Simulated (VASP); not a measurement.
# Ag (P6_3/mmc) in VASP: single point with LDA

Aim: the single point of Ag with LDA.

All numbers are computed with VASP 6.6.1; they aren't measurements. Logs are shortened: lines on timing, memory, paths and dates and some standing lists are left out, and cuts for length are marked.

## 1. The cell of the first run

The structure is hexagonal, space group P6_3/mmc (No. 194). Conventional cell: a = 2.987 Å, b = 2.987 Å, c = 4.884 Å, α = 90.00°, β = 90.00°, γ = 120.00°. Within 3.9 Å of Ag (site symmetry -6m2) lie 12 Ag at 2.99 Å.

This isn't the form of Ag at room conditions, which is fcc.

## 2. Single point, LDA (18.87 Å³/atom)

The input, INCAR:

```
SYSTEM = Ag
PREC = Accurate ; ENCUT = 520
EDIFF = 1E-6 ; ISMEAR = -1
SIGMA = 0.05 ; LREAL = .False.
LASPH = .True. ; NELM = 100
ALGO = Normal ; ISIF = 2
LWAVE = .False. ; LCHARG = .True.
GGA = CA ; LELF = .True.
LVHAR = .True. ; NBANDS = 18
```

The input, KPOINTS:

```
Automatic mesh
0
Gamma
  14 14 8
  0 0 0
```

The input, POSCAR:

```
Ag
1.0
    2.9874636124      0.0000000000      0.0000000000
   -1.4937318062      2.5872193813      0.0000000000
    0.0000000000      0.0000000000      4.8839454194
Ag
2
Direct
    0.3333333333      0.6666666667      0.2500000000
    0.6666666667      0.3333333333      0.7500000000
```

Potentials or basis: VASP PAW LDA potentials, release 64 (Ag).

On the command line:

```console
$ cat potpaw_LDA.64/Ag/POTCAR > POTCAR
$ mpirun -np 1 vasp_std > vasp.out
```

OUTCAR:

```text
SYSTEM = Ag
   PREC = Accurate
   ENCUT = 520
   EDIFF = 1E-6
   ISMEAR = -1
   LREAL = .False.
   LASPH = .True.
   NELM = 100
   ISIF = 2
   GGA = CA

 ion  position               nearest neighbor table
   1  0.333  0.667  0.250-   2 2.99   2 2.99   2 2.99   2 2.99   2 2.99   2 2.99
   2  0.667  0.333  0.750-   1 2.99   1 2.99   1 2.99   1 2.99   1 2.99   1 2.99

  LATTYP: Found a hexagonal cell.
 ALAT       =     2.9874636124
 C/A-ratio  =     1.6348133578

  Lattice vectors:

 A1 = (   2.9874636124,   0.0000000000,   0.0000000000)
 A2 = (  -1.4937318062,   2.5872193813,   0.0000000000)
 A3 = (   0.0000000000,   0.0000000000,   4.8839454194)

Analysis of symmetry for initial positions (statically):
=====================================================================
 Subroutine PRICEL returns:
 Original cell was already a primitive cell.

 Routine SETGRP: Setting up the symmetry group for a
 hexagonal supercell.

 Subroutine GETGRP returns: Found 24 space group operations
 (whereof 12 operations were pure point group operations)
 out of a pool of 24 trial point group operations.

The static configuration has the point symmetry D_3d.
 The point group associated with its full space group is D_6h.

Analysis of symmetry for dynamics (positions and initial velocities):
=====================================================================
 Subroutine PRICEL returns:
 Original cell was already a primitive cell.

 Routine SETGRP: Setting up the symmetry group for a
 hexagonal supercell.

 Subroutine GETGRP returns: Found 24 space group operations
 (whereof 12 operations were pure point group operations)
 out of a pool of 24 trial point group operations.

The dynamic configuration has the point symmetry D_3d.
 The point group associated with its full space group is D_6h.

 Subroutine INISYM returns: Found 24 space group operations
 (whereof 12 operations are pure point group operations),
 and found     1 'primitive' translations

----------------------------------------------------------------------------------------

                                     Primitive cell

  volume of cell :      37.7491

[... 75 lines left out ...]
   ions per type =               2
   NGX,Y,Z   is equivalent  to a cutoff of  13.36, 13.36, 12.25 a.u.
   NGXF,Y,Z  is equivalent  to a cutoff of  26.71, 26.71, 24.51 a.u.
 SYSTEM =  Ag
   PREC   = accura    normal or accurate (medium, high low for compatibility)
   ISTART =      0    job   : 0-new  1-cont  2-samecut
   ICHARG =      2    charge: 1-file 2-atom 10-const
   ISPIN  =      1    spin polarized calculation?
   LNONCOLLINEAR =      F non collinear calculations
   LSORBIT =      F    spin-orbit coupling
   LASPH  =      T    aspherical Exc in radial PAW
   ENCUT  =  520.0 eV  38.22 Ry    6.18 a.u.   5.55  5.55  9.08*2*pi/ulx,y,z
   NELM   =    100;   NELMIN=  2; NELMDL= -5     # of ELM steps
   EDIFF  = 0.1E-05   stopping-criterion for ELM
   LREAL  =      F    real-space projection
   EDIFFG = 0.1E-04   stopping-criterion for IOM
   NSW    =      0    number of steps for IOM
   IBRION =     -1    ionic relax: 0-MD 1-quasi-New 2-CG
   NFREE  =      0    steps in history (QN), initial steepest desc. (CG)
   ISIF   =      2    stress and relaxation
   ISYM   =      2    0-nonsym 1-usesym 2-fastsym
   POTIM  = 0.5000    time-step for ionic-motion
   TEBEG  =    0.0;   TEEND  =   0.0 temperature during run
   PSTRESS=    0.0 pullay stress
   NELECT =      22.0000    total number of electrons
   NUPDOWN=      -1.0000    fix difference up-down
   EMIN   =  10.00;   EMAX   =-10.00  energy-range for DOS
   EFERMI =   0.00;   METHOD = LEGACY
   ISMEAR =    -1;   SIGMA  =   0.05  broadening in eV -4-tet -1-fermi 0-gaus
   EFERMI_NEDOS =   21; number of points for ismear=-14 and -15
   IALGO  =     38    algorithm
   IMIX   =      4    mixing-type and parameters
     AMIX     =   0.40;   BMIX     =  1.00
     AMIX_MAG =   1.60;   BMIX_MAG =  1.00
  volume/ion in A,a.u.               =      18.87       127.37
  Fermi-wavevector in a.u.,A,eV,Ry     =   1.367456  2.584118 25.442039  1.869937
  Thomas-Fermi vector in A             =   2.493507
   LORBIT       =      0    0 simple, 1 ext, 2 COOP (PROOUT), +10 PAW based schemes
   GGA     = CA    functional components
   LHFCALC =     F    Hartree Fock is set to
   AEXX    =    0.0000 exact exchange contribution
   IVDW    =     0    specifies the selected vdW correction
   LEPSILON=     F    determine dielectric tensor
   LRPA    =     F    only Hartree local field effects (RPA)
 non-spin polarized calculation
  energy-cutoff  :      520.00
  volume of cell :       37.75
 maximum number of plane-waves:      1044
 NGX is ok and might be reduce to    24
   NGX = 11   NGY = 11   NGZ = 19

 number of electron      21.9999990 magnetization

 Free energy of the ion-electron system (eV)
  ---------------------------------------------------
  ext. energy  EPLUGINS =         0.00000000
  ---------------------------------------------------
  free energy    TOTEN  =        -7.26053610 eV

  energy without entropy =       -7.25648942  energy(sigma->0) =       -7.25851276

 E-fermi :   6.7699     XC(G=0): -11.9943

 val. band max:        6.7065208085   @ k =   0.0714   0.0714   0.1250
 cond. band min:       6.8009110100   @ k =   0.4286   0.0714   0.2500
 fundamental gap:      0.0943902014
 Fermi energy:         6.7698580433

 k-point     1 :       0.0000    0.0000    0.0000
  band No.  band energies     occupation
      1      -0.3145      2.00000
      2       0.9993      2.00000
      3       2.3599      2.00000
      4       2.4512      2.00000
      5       2.4512      2.00000
      6       2.6495      2.00000
[... 481 lines left out ...]
      5       2.3554      2.00000
      6       2.4620      2.00000
[... 10 lines left out ...]
     17      16.6641      0.00000
     18      17.4467      0.00000

 [... further k-points ...]
[... 5 lines left out ...]
  --------------------------------------------------------------------------------------
  -------------------------------------------------------------------------------------
  Total       -3.2508567     -3.2508567     -3.3214400      0.0000000     -0.0000000      0.0000000
  in kB     -137.9754207   -137.9754207   -140.9711726      0.0000000     -0.0000000      0.0000000
  external PRESSURE =    -138.9740046 kB  Pullay stress =       0.0000000 kB

 VOLUME and BASIS-vectors are now :
 -----------------------------------------------------------------------------
  energy-cutoff  :      520.00
  volume of cell :       37.75
      direct lattice vectors                 reciprocal lattice vectors
     2.987463612  0.000000000  0.000000000     0.334732110  0.193257674  0.000000000
    -1.493731806  2.587219381  0.000000000     0.000000000  0.386515348  0.000000000
     0.000000000  0.000000000  4.883945419     0.000000000  0.000000000  0.204752493

 POSITION                                       TOTAL-FORCE (eV/Angst)
 -----------------------------------------------------------------------------------
     -0.00000      1.72481      1.22099        -0.000000      0.000000      0.000000
      1.49373      0.86241      3.66296         0.000000     -0.000000      0.000000
 -----------------------------------------------------------------------------------
    total drift:                               -0.000000      0.000000     -0.000000

  FREE ENERGIE OF THE ION-ELECTRON SYSTEM (eV)
  ---------------------------------------------------
  free  energy   TOTEN  =        -7.2605361038 eV

  energy  without entropy=       -7.2564894210  energy(sigma->0) =       -7.25851276
```

OSZICAR:

```text
N       E                     dE             d eps       ncg     rms          rms(c)
DAV:   1     0.123082812327E+03    0.12308E+03   -0.11632E+04  4320   0.120E+03
DAV:   2    -0.574069907928E+01   -0.12882E+03   -0.12181E+03  4452   0.262E+02
DAV:   3    -0.779962044153E+01   -0.20589E+01   -0.20499E+01  4936   0.374E+01
DAV:   4    -0.780605030287E+01   -0.64299E-02   -0.64293E-02  4794   0.208E+00
DAV:   5    -0.780610641548E+01   -0.56113E-04   -0.56113E-04  4822   0.206E-01    0.601E+00
DAV:   6    -0.728066606436E+01    0.52544E+00   -0.14546E+00  4476   0.125E+01    0.401E+00
DAV:   7    -0.726765747139E+01    0.13009E-01   -0.10628E-02  4636   0.919E-01    0.233E+00
DAV:   8    -0.726052366942E+01    0.71338E-02   -0.80390E-04  4508   0.282E-01    0.502E-02
DAV:   9    -0.726053585230E+01   -0.12183E-04   -0.21382E-05  5008   0.325E-02    0.141E-02
DAV:  10    -0.726053610384E+01   -0.25154E-06   -0.21039E-06  3762   0.145E-02
   1 F= -.72605361E+01 E0= -.72585128E+01  d E =-.404668E-02
```

It took 52 s on 1 thread of Intel Xeon 8259CL, shared host; peak memory 0.19 GiB.

Results:

* Free energy: -7.2605 eV
* Pressure: -13.9 GPa
* Band gap on the k mesh: zero (bands 11 and 12 overlap by 6.69 eV)

Stress tensor (GPa, compression positive):
```
-13.80   0.00   0.00
  0.00 -13.80   0.00
  0.00   0.00 -14.10
```

Caveat: the cell stands under tension.
